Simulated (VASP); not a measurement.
# Mg2NCl (R-3m) in VASP: a series of runs

The runs below take Mg2NCl through single point, with PBE.

Everything below comes from runs of VASP 6.6.1. Logs are shortened: lines on timing, memory, paths and dates and some standing lists are left out, and cuts for length are marked.

**1. The cell of the first run**

It takes space group R-3m (No. 166, trigonal). The conventional cell has a = 3.043 Å, b = 3.043 Å, c = 21.451 Å, α = 90.00°, β = 90.00°, γ = 120.00°. Mg (site symmetry 3m) has 3 N at 2.13 Å within 2.8 Å. Within 2.8 Å of N (site symmetry -3m) lie 6 Mg at 2.13 Å. Within 4.0 Å of Cl (site symmetry -3m) lie 6 Mg at 2.95 Å and 6 Cl at 3.04 Å and 6 N at 3.98 Å.

**2. Single point, PBE**

INCAR reads:

```
SYSTEM = Mg2NCl
  PREC = Accurate
  ENCUT = 520
  EDIFF = 1E-7
  ISMEAR = 0
  SIGMA = 0.05
  LREAL = .FALSE.
  LASPH = .TRUE.
  NELM = 100
  ALGO = Normal
  ISIF = 2
  LWAVE = .FALSE.
  LCHARG = .FALSE.
  GGA = PE
  NBANDS = 16
```

KPOINTS reads:

```
Automatic mesh
0
G
  12 12 12
  0 0 0
```

POSCAR reads:

```
Mg2NCl
1.0
    1.5216029368      0.8784978652      7.1503765703
   -1.5216029368      0.8784978652      7.1503765703
    0.0000000000     -1.7569957304      7.1503765703
Mg N Cl
2 1 1
Direct
    0.2228150000      0.2228150000      0.2228150000
    0.7771850000      0.7771850000      0.7771850000
    0.5000000000      0.5000000000      0.5000000000
    0.0000000000      0.0000000000      0.0000000000
```

Potentials or basis: VASP PAW PBE potentials, release 64 (Mg, N, Cl).

Started as:

```bash
$ cat potpaw_PBE.64/Mg/POTCAR potpaw_PBE.64/N/POTCAR potpaw_PBE.64/Cl/POTCAR > POTCAR
$ mpirun -np 1 vasp_std > vasp.out
```

OUTCAR:

```text
SYSTEM = Mg2NCl
   PREC = Accurate
   ENCUT = 520
   EDIFF = 1E-7
   ISMEAR = 0
   LREAL = .FALSE.
   LASPH = .TRUE.
   NELM = 100
   ISIF = 2
   GGA = PE

 ion  position               nearest neighbor table
   1  0.223  0.223  0.223-   3 2.13   3 2.13   3 2.13   4 2.95   4 2.95   4 2.95   2 2.98   2 2.98
                             2 2.98
   2  0.777  0.777  0.777-   3 2.13   3 2.13   3 2.13   4 2.95   4 2.95   4 2.95   1 2.98   1 2.98
                             1 2.98
   3  0.500  0.500  0.500-   1 2.13   1 2.13   2 2.13   2 2.13   1 2.13   2 2.13
   4  0.000  0.000  0.000-   2 2.95   2 2.95   1 2.95   1 2.95   2 2.95   1 2.95

  LATTYP: Found a trigonal (rhomboedric) cell.
 ALAT       =     7.3630780991
 COS(alpha) =     0.9145889900

  Lattice vectors:

 A1 = (   1.5216029368,   0.8784978652,   7.1503765703)
 A2 = (  -1.5216029368,   0.8784978652,   7.1503765703)
 A3 = (   0.0000000000,  -1.7569957304,   7.1503765703)

Analysis of symmetry for initial positions (statically):
=====================================================================
 Subroutine PRICEL returns:
 Original cell was already a primitive cell.

 Routine SETGRP: Setting up the symmetry group for a
 trigonal (rhombohedral) supercell.

 Subroutine GETGRP returns: Found 12 space group operations
 (whereof 12 operations were pure point group operations)
 out of a pool of 12 trial point group operations.

The static configuration has the point symmetry D_3d.

Analysis of symmetry for dynamics (positions and initial velocities):
=====================================================================
 Subroutine PRICEL returns:
 Original cell was already a primitive cell.

 Routine SETGRP: Setting up the symmetry group for a
 trigonal (rhombohedral) supercell.

 Subroutine GETGRP returns: Found 12 space group operations
 (whereof 12 operations were pure point group operations)
 out of a pool of 12 trial point group operations.

The dynamic configuration has the point symmetry D_3d.

 Subroutine INISYM returns: Found 12 space group operations
 (whereof 12 operations are pure point group operations),
 and found     1 'primitive' translations

----------------------------------------------------------------------------------------

                                     Primitive cell

  volume of cell :      57.3485

  direct lattice vectors                    reciprocal lattice vectors
     1.521602937  0.878497865  7.150376570     0.328600838  0.189717782  0.046617591
    -1.521602937  0.878497865  7.150376570    -0.328600838  0.189717782  0.046617591
     0.000000000 -1.756995730  7.150376570     0.000000000 -0.379435564  0.046617591

  length of vectors
     7.363078099  7.363078099  7.363078099     0.382288566  0.382288566  0.382288566

  position of ions in fractional coordinates (direct lattice)
     0.222815000  0.222815000  0.222815000
     0.777185000  0.777185000  0.777185000
     0.500000000  0.500000000  0.500000000
     0.000000000  0.000000000  0.000000000

  ion indices of the primitive-cell ions
   primitive index   ion index
                 1           1
                 2           2
                 3           3
                 4           4

----------------------------------------------------------------------------------------

 KPOINTS: Automatic mesh

Automatic generation of k-mesh.
 Grid dimensions read from file:
 generate k-points for:   12   12   12

 Generating k-lattice:

  Cartesian coordinates                     Fractional coordinates (reciprocal lattice)
     0.027383403  0.015809815  0.003884799     0.083333333  0.000000000 -0.000000000
    -0.027383403  0.015809815  0.003884799     0.000000000  0.083333333 -0.000000000
     0.000000000 -0.031619630  0.003884799    -0.000000000 -0.000000000  0.083333333

  Length of vectors
     0.031857380  0.031857380  0.031857380

  Shift w.r.t. Gamma in fractional coordinates (k-lattice)
     0.000000000  0.000000000  0.000000000

 Subroutine IBZKPT returns following result:
 ===========================================

 Found    189 irreducible k-points:

 Following reciprocal coordinates:
            Coordinates               Weight
  0.000000  0.000000  0.000000      1.000000
  0.083333  0.000000 -0.000000      6.000000
  0.166667  0.000000  0.000000      6.000000
  0.250000  0.000000  0.000000      6.000000
  0.333333  0.000000  0.000000      6.000000
  0.416667  0.000000  0.000000      6.000000
[... 16 lines left out ...]
  0.500000  0.166667  0.000000     12.000000
 -0.416667  0.166667  0.000000     12.000000
 [... further k-points ...]
   k-points           NKPTS =    189   k-points in BZ     NKDIM =    189   number of bands    NBANDS=     16
   number of dos      NEDOS =    301   number of ions     NIONS =      4
   total plane-waves  NPLWV = 175616
   dimension x,y,z NGX =    56 NGY =   56 NGZ =   56
   dimension x,y,z NGXF=   112 NGYF=  112 NGZF=  112
   ions per type =               2   1   1
   NGX,Y,Z   is equivalent  to a cutoff of  12.64, 12.64, 12.64 a.u.
   NGXF,Y,Z  is equivalent  to a cutoff of  25.29, 25.29, 25.29 a.u.
 SYSTEM =  Mg2NCl
   PREC   = accura    normal or accurate (medium, high low for compatibility)
   ISTART =      0    job   : 0-new  1-cont  2-samecut
   ICHARG =      2    charge: 1-file 2-atom 10-const
   ISPIN  =      1    spin polarized calculation?
   LNONCOLLINEAR =      F non collinear calculations
   LSORBIT =      F    spin-orbit coupling
   LASPH  =      T    aspherical Exc in radial PAW
   ENCUT  =  520.0 eV  38.22 Ry    6.18 a.u.  13.69 13.69 13.69*2*pi/ulx,y,z
   NELM   =    100;   NELMIN=  2; NELMDL= -5     # of ELM steps
   EDIFF  = 0.1E-06   stopping-criterion for ELM
   LREAL  =      F    real-space projection
   EDIFFG = 0.1E-05   stopping-criterion for IOM
   NSW    =      0    number of steps for IOM
   IBRION =     -1    ionic relax: 0-MD 1-quasi-New 2-CG
   NFREE  =      0    steps in history (QN), initial steepest desc. (CG)
   ISIF   =      2    stress and relaxation
   ISYM   =      2    0-nonsym 1-usesym 2-fastsym
   POTIM  = 0.5000    time-step for ionic-motion
   TEBEG  =    0.0;   TEEND  =   0.0 temperature during run
   PSTRESS=    0.0 pullay stress
   NELECT =      16.0000    total number of electrons
   NUPDOWN=      -1.0000    fix difference up-down
   EMIN   =  10.00;   EMAX   =-10.00  energy-range for DOS
   EFERMI =   0.00;   METHOD = LEGACY
   ISMEAR =     0;   SIGMA  =   0.05  broadening in eV -4-tet -1-fermi 0-gaus
   EFERMI_NEDOS =   21; number of points for ismear=-14 and -15
   IALGO  =     38    algorithm
   IMIX   =      4    mixing-type and parameters
     AMIX     =   0.40;   BMIX     =  1.00
     AMIX_MAG =   1.60;   BMIX_MAG =  1.00
  volume/ion in A,a.u.               =      14.34        96.75
  Fermi-wavevector in a.u.,A,eV,Ry     =   1.069730  2.021496 15.569443  1.144322
  Thomas-Fermi vector in A             =   2.205418
   LORBIT       =      0    0 simple, 1 ext, 2 COOP (PROOUT), +10 PAW based schemes
   GGA     = PE    functional components
   LHFCALC =     F    Hartree Fock is set to
   AEXX    =    0.0000 exact exchange contribution
   IVDW    =     0    specifies the selected vdW correction
   LEPSILON=     F    determine dielectric tensor
   LRPA    =     F    only Hartree local field effects (RPA)
 non-spin polarized calculation
 Gauss-broadening in eV      SIGMA  =   0.05
  energy-cutoff  :      520.00
  volume of cell :       57.35
 maximum number of plane-waves:      1577
   NGX = 27   NGY = 27   NGZ = 27

 number of electron      16.0000001 magnetization

 Free energy of the ion-electron system (eV)
  ---------------------------------------------------
  ext. energy  EPLUGINS =         0.00000000
  ---------------------------------------------------
  free energy    TOTEN  =       -16.28803551 eV

  energy without entropy =      -16.28742290  energy(sigma->0) =      -16.28772921

 E-fermi :   4.8896     XC(G=0):  -9.9318

 val. band max:        4.8794813108   @ k =   0.0000   0.0000   0.0000
 cond. band min:       4.8955389297   @ k =   0.0833   0.0000  -0.0000
 fundamental gap:      0.0160576189
 Fermi energy:         4.8895998810

 k-point     1 :       0.0000    0.0000    0.0000
  band No.  band energies     occupation
      1     -12.0477      2.00000
      2      -9.2547      2.00000
      3      -2.4724      2.00000
      4       1.3447      2.00000
      5       3.6232      2.00000
      6       3.6232      2.00000
[... 8 lines left out ...]
     15      16.3113      0.00000
     16      16.9472      0.00000

 k-point     2 :       0.0833    0.0000   -0.0000
  band No.  band energies     occupation
      1     -11.9682      2.00000
      2      -9.1775      2.00000
      3      -2.3553      2.00000
      4       1.3930      2.00000
      5       3.0745      2.00000
      6       3.5313      2.00000
[... 8 lines left out ...]
     15      16.4403      0.00000
     16      16.8189      0.00000

 k-point     3 :       0.1667    0.0000    0.0000
  band No.  band energies     occupation
      1     -11.7403      2.00000
      2      -8.9562      2.00000
      3      -2.0135      2.00000
      4       1.5187      2.00000
      5       1.9699      2.00000
      6       3.1784      2.00000
[... 8 lines left out ...]
     15      16.3884      0.00000
     16      16.8588      0.00000

 k-point     4 :       0.2500    0.0000    0.0000
  band No.  band energies     occupation
      1     -11.3994      2.00000
      2      -8.6247      2.00000
      3      -1.4795      2.00000
      4       0.6842      2.00000
      5       1.6842      2.00000
      6       2.1394      2.00000
[... 8 lines left out ...]
     15      15.8312      0.00000
     16      16.0517      0.00000

 k-point     5 :       0.3333    0.0000    0.0000
  band No.  band energies     occupation
      1     -11.0143      2.00000
      2      -8.2495      2.00000
      3      -0.8277      2.00000
      4      -0.4580      2.00000
      5       1.0430      2.00000
      6       1.9358      2.00000
[... 8 lines left out ...]
     15      15.3522      0.00000
     16      16.2670      0.00000

 k-point     6 :       0.4167    0.0000    0.0000
  band No.  band energies     occupation
      1     -10.6946      2.00000
      2      -7.9371      2.00000
      3      -1.2785      2.00000
      4      -0.1909      2.00000
      5       0.3315      2.00000
      6       1.9724      2.00000
[... 8 lines left out ...]
     15      15.0422      0.00000
     16      16.6049      0.00000
[... 267 lines left out ...]
 k-point    21 :       0.3333    0.1667    0.0000
  band No.  band energies     occupation
      1     -11.2151      2.00000
      2      -8.4498      2.00000
      3      -1.1377      2.00000
      4       0.3314      2.00000
      5       1.6134      2.00000
      6       1.9894      2.00000
[... 8 lines left out ...]
     15      15.4253      0.00000
     16      16.0499      0.00000

 k-point    22 :       0.4167    0.1667    0.0000
  band No.  band energies     occupation
      1     -10.8669      2.00000
      2      -8.1093      2.00000
      3      -0.5802      2.00000
      4      -0.4192      2.00000
      5       1.1046      2.00000
      6       1.7604      2.00000
[... 8 lines left out ...]
     15      15.7312      0.00000
     16      16.1203      0.00000

 k-point    23 :       0.5000    0.1667    0.0000
  band No.  band energies     occupation
      1     -10.5829      2.00000
      2      -7.8307      2.00000
      3      -1.0416      2.00000
      4      -0.0470      2.00000
      5       0.6349      2.00000
      6       1.4021      2.00000
[... 8 lines left out ...]
     15      15.6304      0.00000
     16      15.7352      0.00000

 k-point    24 :      -0.4167    0.1667    0.0000
  band No.  band energies     occupation
      1     -10.4715      2.00000
      2      -7.7205      2.00000
      3      -1.2604      2.00000
      4       0.1454      2.00000
      5       0.4588      2.00000
      6       1.2663      2.00000
[... 8 lines left out ...]
     15      15.3492      0.00000
     16      15.8095      0.00000

 [... further k-points ...]

------------------------ aborting loop because EDIFF is reached ----------------------------------------

  FORCE on cell =-STRESS in cart. coord.  units (eV):
  Direction    XX          YY          ZZ          XY          YZ          ZX
  --------------------------------------------------------------------------------------
  -------------------------------------------------------------------------------------
  Total        7.7661181      7.7661181    -10.3509285      0.0000000      0.0000000      0.0000000
  in kB      216.9663384    216.9663384   -289.1796171      0.0000000      0.0000000      0.0000000
  external PRESSURE =      48.2510199 kB  Pullay stress =       0.0000000 kB

 VOLUME and BASIS-vectors are now :
 -----------------------------------------------------------------------------
  energy-cutoff  :      520.00
  volume of cell :       57.35
      direct lattice vectors                 reciprocal lattice vectors
     1.521602937  0.878497865  7.150376570     0.328600838  0.189717782  0.046617591
    -1.521602937  0.878497865  7.150376570    -0.328600838  0.189717782  0.046617591
     0.000000000 -1.756995730  7.150376570     0.000000000 -0.379435564  0.046617591

 POSITION                                       TOTAL-FORCE (eV/Angst)
 -----------------------------------------------------------------------------------
      0.00000      0.00000      4.77963         0.000000     -0.000000     -1.187128
      0.00000      0.00000     16.67150         0.000000     -0.000000      1.187128
      0.00000      0.00000     10.72556         0.000000      0.000000     -0.000000
      0.00000      0.00000      0.00000        -0.000000     -0.000000      0.000000
 -----------------------------------------------------------------------------------
    total drift:                                0.000000     -0.000000      0.000000

  FREE ENERGIE OF THE ION-ELECTRON SYSTEM (eV)
  ---------------------------------------------------
  free  energy   TOTEN  =       -16.2880355146 eV

  energy  without entropy=      -16.2874229042  energy(sigma->0) =      -16.28772921
```

Wall time 9.8 min (1 thread of Intel Xeon Platinum 8488C (Sapphire Rapids), shared host); peak memory 0.54 GiB.

What came out:

- Free energy: -16.2880 eV
- Pressure: 4.8 GPa
- Largest force: 1.187 eV/Å
- Band gap on the k mesh: zero (filled and empty bands touch)

Forces in eV/Å, atoms in the order of the input:
```
Mg   0.000  0.000 -1.187
Mg   0.000  0.000  1.187
N    0.000  0.000  0.000
Cl   0.000  0.000  0.000
```

Stress tensor (GPa, compression positive):
```
 21.70   0.00   0.00
  0.00  21.70   0.00
  0.00   0.00 -28.92
```

Levels at points of the mesh, in eV from the Fermi level:
```tsv
k point	band 6	band 7	band 8	band 9	band 10	band 11
(0.00, 0.00, 0.00)	-1.27	-0.75	-0.01	-0.01	4.97	6.70
(0.50, 0.00, 0.00)	-2.95	-2.42	-0.95	2.92	3.71	4.10
(0.50, 0.50, 0.00)	-2.60	-2.42	-0.94	1.76	2.06	6.13
(0.50, 0.50, 0.50)	-1.26	-0.02	-0.02	2.20	2.28	7.45
```

Caveat: the cell stands under pressure; forces of over 1 eV/Å act on the atoms, so gaps and moduli don't describe the material at rest.

**3. Single point, PBE**

This run uses another cell than the first one, of the same volume but with other edges.

Changes to INCAR since step 2:

```diff
@@ -3,3 +3,3 @@
   ENCUT = 520
-  EDIFF = 1E-7
+  EDIFF = 1E-6
   ISMEAR = 0
@@ -8,3 +8,3 @@
   LASPH = .TRUE.
-  NELM = 100
+  NELM = 80
   ALGO = Normal
```

KPOINTS is that of step 2.

POSCAR reads:

```
Mg2NCl
1.0
    1.5627471177      0.9022524691      6.7788211651
   -1.5627471177      0.9022524691      6.7788211651
    0.0000000000     -1.8045049382      6.7788211650
Mg N Cl
2 1 1
Direct
    0.2228150000      0.2228150000      0.2228150000
    0.7771850000      0.7771850000      0.7771850000
    0.5000000000      0.5000000000      0.5000000000
    0.0000000000      0.0000000000      0.0000000000
```

Potentials or basis: VASP PAW PBE potentials, release 64 (Mg, N, Cl).

Started as:

```bash
$ cat potpaw_PBE.64/Mg/POTCAR potpaw_PBE.64/N/POTCAR potpaw_PBE.64/Cl/POTCAR > POTCAR
$ mpirun -np 1 vasp_std > vasp.out
```

Wall time 10 min (1 thread of Intel Xeon Platinum 8488C (Sapphire Rapids), shared host); peak memory 0.49 GiB.

Results (log left out):

```
Free energy            : -17.0992 eV
Pressure               : 2.6 GPa
Largest force          : 0.867 eV/Å
Band gap on the k mesh : 0.36 eV
```

Forces in eV/Å, atoms in the order of the input:
```
Mg   0.000  0.000 -0.867
Mg   0.000  0.000  0.867
N    0.000  0.000  0.000
Cl   0.000  0.000  0.000
```

Stress tensor (GPa, compression positive):
```
 13.97   0.00   0.00
  0.00  13.97   0.00
  0.00   0.00 -20.14
```

Levels at points of the mesh, in eV from the valence-band top:
```
           k point  band 4  band 5  band 6  band 7  band 8  band 9  band 10  band 11  band 12  band 13
(0.00, 0.00, 0.00)   -2.75   -1.73   -1.73    0.00    0.00    0.36     6.15     6.31     8.07    10.68
(0.50, 0.00, 0.00)   -4.83   -4.50   -2.75   -2.46   -0.88    3.40     4.53     4.92     5.63     6.64
(0.50, 0.50, 0.00)   -5.30   -3.86   -2.76   -2.03   -0.87    2.18     2.73     5.85     7.33     7.83
(0.50, 0.50, 0.50)   -4.31   -1.72   -1.72   -0.01   -0.01    3.30     3.37     7.26     7.40    10.76
```

 A k mesh can miss the band edges.

(Continued in part 2 of 2.)
